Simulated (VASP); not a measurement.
# HgS (F-43m) in VASP: single point with PBEsol

Aim: the single point of HgS with PBEsol.

Everything below comes from runs of VASP 6.6.1. Logs are shortened: lines on timing, memory, paths and dates and some standing lists are left out, and cuts for length are marked.

**1. The cell of the first run**

Symmetry: F-43m, No. 216, cubic system. Conventional cell: a = 5.876 Å, b = 5.876 Å, c = 5.876 Å, α = 90.00°, β = 90.00°, γ = 90.00°. Hg (site symmetry -43m) has 4 S at 2.54 Å within 3.4 Å. S (site symmetry -43m) has 4 Hg at 2.54 Å within 3.4 Å.

**2. Single point, PBEsol**

INCAR

```
SYSTEM = HgS
PREC = Accurate
ENCUT = 500
EDIFF = 1E-6
ISMEAR = 0
SIGMA = 0.1
LREAL = .FALSE.
LASPH = .TRUE.
NELM = 120
ALGO = Normal
ISIF = 2
LWAVE = .FALSE.
LCHARG = .FALSE.
GGA = PS
NBANDS = 16
GGA_COMPAT = .FALSE.
```

KPOINTS

```
Automatic mesh
0
G
  12 12 12
  0 0 0
```

POSCAR

```
HgS
1.0
    0.0000000000      2.9382202716      2.9382202716
    2.9382202716      0.0000000000      2.9382202716
    2.9382202716      2.9382202716      0.0000000000
Hg S
1 1
Direct
    0.0000000000      0.0000000000      0.0000000000
    0.2500000000      0.2500000000      0.2500000000
```

Potentials or basis: VASP PAW PBE potentials, release 64 (Hg, S).

The run is started by

```console
$ cat potpaw_PBE.64/Hg/POTCAR potpaw_PBE.64/S/POTCAR > POTCAR
$ mpirun -np 1 vasp_std > vasp.out
```

OUTCAR:

```text
SYSTEM = HgS
   PREC = Accurate
   ENCUT = 500
   EDIFF = 1E-6
   ISMEAR = 0
   LREAL = .FALSE.
   LASPH = .TRUE.
   NELM = 120
   ISIF = 2
   GGA = PS

 ion  position               nearest neighbor table
   1  0.000  0.000  0.000-   2 2.54   2 2.54   2 2.54   2 2.54
   2  0.250  0.250  0.250-   1 2.54   1 2.54   1 2.54   1 2.54

  LATTYP: Found a face centered cubic cell.
 ALAT       =     5.8764405432

  Lattice vectors:

 A1 = (   0.0000000000,   2.9382202716,   2.9382202716)
 A2 = (   2.9382202716,   0.0000000000,   2.9382202716)
 A3 = (   2.9382202716,   2.9382202716,   0.0000000000)

Analysis of symmetry for initial positions (statically):
=====================================================================
 Subroutine PRICEL returns:
 Original cell was already a primitive cell.

 Routine SETGRP: Setting up the symmetry group for a
 face centered cubic supercell.

 Subroutine GETGRP returns: Found 24 space group operations
 (whereof 24 operations were pure point group operations)
 out of a pool of 48 trial point group operations.

The static configuration has the point symmetry T_d .

Analysis of symmetry for dynamics (positions and initial velocities):
=====================================================================
 Subroutine PRICEL returns:
 Original cell was already a primitive cell.

 Routine SETGRP: Setting up the symmetry group for a
 face centered cubic supercell.

 Subroutine GETGRP returns: Found 24 space group operations
 (whereof 24 operations were pure point group operations)
 out of a pool of 48 trial point group operations.

The dynamic configuration has the point symmetry T_d .

 Subroutine INISYM returns: Found 24 space group operations
 (whereof 24 operations are pure point group operations),
 and found     1 'primitive' translations

----------------------------------------------------------------------------------------

                                     Primitive cell

  volume of cell :      50.7321

  direct lattice vectors                    reciprocal lattice vectors
     0.000000000  2.938220272  2.938220272    -0.170171040  0.170171040  0.170171040
     2.938220272  0.000000000  2.938220272     0.170171040 -0.170171040  0.170171040
     2.938220272  2.938220272  0.000000000     0.170171040  0.170171040 -0.170171040

  length of vectors
     4.155270957  4.155270957  4.155270957     0.294744888  0.294744888  0.294744888

  position of ions in fractional coordinates (direct lattice)
     0.000000000  0.000000000  0.000000000
     0.250000000  0.250000000  0.250000000

[... 77 lines left out ...]
   LREAL  =      F    real-space projection
   EDIFFG = 0.1E-04   stopping-criterion for IOM
   NSW    =      0    number of steps for IOM
   IBRION =     -1    ionic relax: 0-MD 1-quasi-New 2-CG
   NFREE  =      0    steps in history (QN), initial steepest desc. (CG)
   ISIF   =      2    stress and relaxation
   ISYM   =      2    0-nonsym 1-usesym 2-fastsym
   POTIM  = 0.5000    time-step for ionic-motion
   TEBEG  =    0.0;   TEEND  =   0.0 temperature during run
   PSTRESS=    0.0 pullay stress
   NELECT =      18.0000    total number of electrons
   NUPDOWN=      -1.0000    fix difference up-down
   EMIN   =  10.00;   EMAX   =-10.00  energy-range for DOS
   EFERMI =   0.00;   METHOD = LEGACY
   ISMEAR =     0;   SIGMA  =   0.10  broadening in eV -4-tet -1-fermi 0-gaus
   EFERMI_NEDOS =   21; number of points for ismear=-14 and -15
   IALGO  =     38    algorithm
   IMIX   =      4    mixing-type and parameters
     AMIX     =   0.40;   BMIX     =  1.00
     AMIX_MAG =   1.60;   BMIX_MAG =  1.00
  volume/ion in A,a.u.               =      25.37       171.18
  Fermi-wavevector in a.u.,A,eV,Ry     =   1.158968  2.190131 18.275428  1.343206
  Thomas-Fermi vector in A             =   2.295565
   LORBIT       =      0    0 simple, 1 ext, 2 COOP (PROOUT), +10 PAW based schemes
   GGA     = PS    functional components
   LHFCALC =     F    Hartree Fock is set to
   AEXX    =    0.0000 exact exchange contribution
   IVDW    =     0    specifies the selected vdW correction
   LEPSILON=     F    determine dielectric tensor
   LRPA    =     F    only Hartree local field effects (RPA)
 non-spin polarized calculation
 Gauss-broadening in eV      SIGMA  =   0.10
  energy-cutoff  :      500.00
  volume of cell :       50.73
 maximum number of plane-waves:      1308
   NGX = 15   NGY = 15   NGZ = 15

 number of electron      17.9999999 magnetization

 Free energy of the ion-electron system (eV)
  ---------------------------------------------------
  ext. energy  EPLUGINS =         0.00000000
  ---------------------------------------------------
  free energy    TOTEN  =        -5.27802251 eV

  energy without entropy =       -5.27786154  energy(sigma->0) =       -5.27794202

 E-fermi :   1.9678     XC(G=0):  -9.4562

 val. band max:        1.8989582546   @ k =   0.0000   0.0000   0.0000
 cond. band min:       2.3532959580   @ k =   0.0833   0.0000   0.0000
 fundamental gap:      0.4543377034
 Fermi energy:         1.9677555392

 k-point     1 :       0.0000    0.0000    0.0000
  band No.  band energies     occupation
      1     -11.3063      2.00000
      2      -5.1492      2.00000
      3      -5.1492      2.00000
      4      -5.1492      2.00000
      5      -4.2534      2.00000
      6      -4.2534      2.00000
[... 433 lines left out ...]
      3      -4.8601      2.00000
      4      -4.2970      2.00000
      5      -4.2081      2.00000
      6      -3.9156      2.00000
[... 8 lines left out ...]
     15      13.3362      0.00000
     16      13.9519      0.00000

 [... further k-points ...]

------------------------ aborting loop because EDIFF is reached ----------------------------------------

  FORCE on cell =-STRESS in cart. coord.  units (eV):
  Direction    XX          YY          ZZ          XY          YZ          ZX
  --------------------------------------------------------------------------------------
  -------------------------------------------------------------------------------------
  Total        0.1079611      0.1079611      0.1079611     -0.0000000     -0.0000000     -0.0000000
  in kB        3.4095318      3.4095318      3.4095318     -0.0000000     -0.0000000     -0.0000000
  external PRESSURE =       3.4095318 kB  Pullay stress =       0.0000000 kB

 VOLUME and BASIS-vectors are now :
 -----------------------------------------------------------------------------
  energy-cutoff  :      500.00
  volume of cell :       50.73
      direct lattice vectors                 reciprocal lattice vectors
     0.000000000  2.938220272  2.938220272    -0.170171040  0.170171040  0.170171040
     2.938220272  0.000000000  2.938220272     0.170171040 -0.170171040  0.170171040
     2.938220272  2.938220272  0.000000000     0.170171040  0.170171040 -0.170171040

 POSITION                                       TOTAL-FORCE (eV/Angst)
 -----------------------------------------------------------------------------------
      0.00000      0.00000      0.00000         0.000000      0.000000      0.000000
      1.46911      1.46911      1.46911        -0.000000     -0.000000     -0.000000
 -----------------------------------------------------------------------------------
    total drift:                                0.000000      0.000000      0.000000

  FREE ENERGIE OF THE ION-ELECTRON SYSTEM (eV)
  ---------------------------------------------------
  free  energy   TOTEN  =        -5.2780225118 eV

  energy  without entropy=       -5.2778615377  energy(sigma->0) =       -5.27794202
```

OSZICAR:

```text
N       E                     dE             d eps       ncg     rms          rms(c)
DAV:   1     0.108387561149E+03    0.10839E+03   -0.85457E+03  2320   0.987E+02
DAV:   2    -0.171200220525E+01   -0.11010E+03   -0.10229E+03  2768   0.241E+02
DAV:   3    -0.566561881812E+01   -0.39536E+01   -0.39426E+01  2944   0.469E+01
DAV:   4    -0.569022078851E+01   -0.24602E-01   -0.24600E-01  2824   0.378E+00
DAV:   5    -0.569054749493E+01   -0.32671E-03   -0.32670E-03  2960   0.419E-01    0.102E+01
DAV:   6    -0.529368828448E+01    0.39686E+00   -0.67161E-01  3512   0.121E+01    0.785E+00
DAV:   7    -0.528176054003E+01    0.11928E-01   -0.13945E-01  2944   0.273E+00    0.340E+00
DAV:   8    -0.527829827863E+01    0.34623E-02   -0.16174E-02  2792   0.157E+00    0.218E-01
DAV:   9    -0.527798730770E+01    0.31097E-03   -0.13661E-03  2880   0.565E-01    0.604E-02
DAV:  10    -0.527801396378E+01   -0.26656E-04   -0.15471E-04  2760   0.991E-02    0.639E-02
DAV:  11    -0.527802001018E+01   -0.60464E-05   -0.14250E-05  3112   0.432E-02    0.215E-02
DAV:  12    -0.527802253078E+01   -0.25206E-05   -0.60549E-06  2760   0.245E-02    0.950E-03
DAV:  13    -0.527802251185E+01    0.18931E-07   -0.28801E-07  1728   0.663E-03
   1 F= -.52780225E+01 E0= -.52779420E+01  d E =-.160974E-03
```

It took 30 s on 1 thread of AMD EPYC 9R45 (Zen 5), shared host; peak memory 0.17 GiB.

Results:

| Property | Result |
| --- | --- |
| Free energy | -5.2780 eV |
| Pressure | 0.3 GPa |
| Band gap on the k mesh | zero (filled and empty bands touch) |

Caveat: the PAW data sets were made with another functional, which shifts forces and pressure a little; spin-orbit coupling is left out, which moves the levels of the heavy elements.
